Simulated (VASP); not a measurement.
ScSi2:

```xyz
3
Lattice="4.0335 0.0000 0.0000 -2.0167 3.4931 0.0000 0.0000 0.0000 3.6309" Properties=species:S:1:pos:R:3 pbc="T T T"
Sc    0.0000    0.0000    0.0000
Si    0.0000    2.3287    1.8155
Si    2.0167    1.1644    1.8155
```

Base run:

```yaml
Program: VASP 6.6.1
Functional: PBE
Potentials_or_basis: VASP PAW PBE potentials, release 64 (Sc_sv, Si)
Cutoff: 520 eV
k_mesh: 10 × 10 × 10
Occupations: gaussian, width 0.05 eV
Spin: no spin polarisation
```

Its results: band gap on the k mesh zero (an odd number of electrons rules out a gap without spin polarisation); pressure 0.0 GPa.

Q: The run is repeated on the same cell with these changes: functional from PBE to RPBE; further incar settings from ALGO = Normal; EDIFF = 1e-06; NBANDS = 16 to ALGO = Normal; EDIFF = 1e-07; NBANDS = 16. What comes out?

A: Band gap on the k mesh zero (an odd number of electrons rules out a gap without spin polarisation); pressure 2.1 GPa.

Caveats: the PAW data sets were made with another functional, which shifts forces and pressure a little (at least some runs).
